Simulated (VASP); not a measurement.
A run of VASP 6.6.1 is set up as follows.

File INCAR:

```
SYSTEM = Ti2B2Os
ALGO = Fast
EDIFF = 1E-7
ENCUT = 520
GGA = PE
ISIF = 2
ISMEAR = 0
ISPIN = 2
LASPH = .True.
LCHARG = .True.
LELF = .True.
LMAXMIX = 4
LORBIT = 11
LREAL = .False.
LVHAR = .True.
LWAVE = .False.
MAGMOM = 1 1 0 0 1
NBANDS = 31
NELM = 150
PREC = Accurate
SIGMA = 0.1
```

Contents of KPOINTS:

```
k-points
0
Gamma
  6 6 4
  0 0 0
```

File POSCAR:

```
Ti2B2Os
1.0
    3.7973291949      0.0000000000      0.0000000000
   -1.8986645975      3.2885835494      0.0000000000
    0.0000000000      0.0000000000      4.8797495889
Ti B Os
2 2 1
Direct
    0.3333333333      0.6666666667      0.6860680693
    0.6666666667      0.3333333333      0.3139319307
    0.3333333333      0.6666666667      0.1826481251
    0.6666666667      0.3333333333      0.8173518749
    0.0000000000      0.0000000000      0.0000000000
```

Potentials or basis: VASP PAW PBE potentials, release 64 (Ti_sv, B, Os).

Command:

```console
$ cat potpaw_PBE.64/Ti_sv/POTCAR potpaw_PBE.64/B/POTCAR potpaw_PBE.64/Os/POTCAR > POTCAR
$ mpirun -np 1 vasp_std > vasp.out
```

Task: What does it give for the pressure?

Result: 0.3 GPa.

Task: Estimate the largest force.

Result: 0.021 eV/Å.

Forces in eV/Å, atoms in the order of the input:
```
Ti   0.000  0.000  0.021
Ti   0.000  0.000 -0.021
B    0.000  0.000  0.002
B    0.000  0.000 -0.002
Os   0.000  0.000  0.000
```

Caveat: a moment this small can come from the mesh or the smearing.
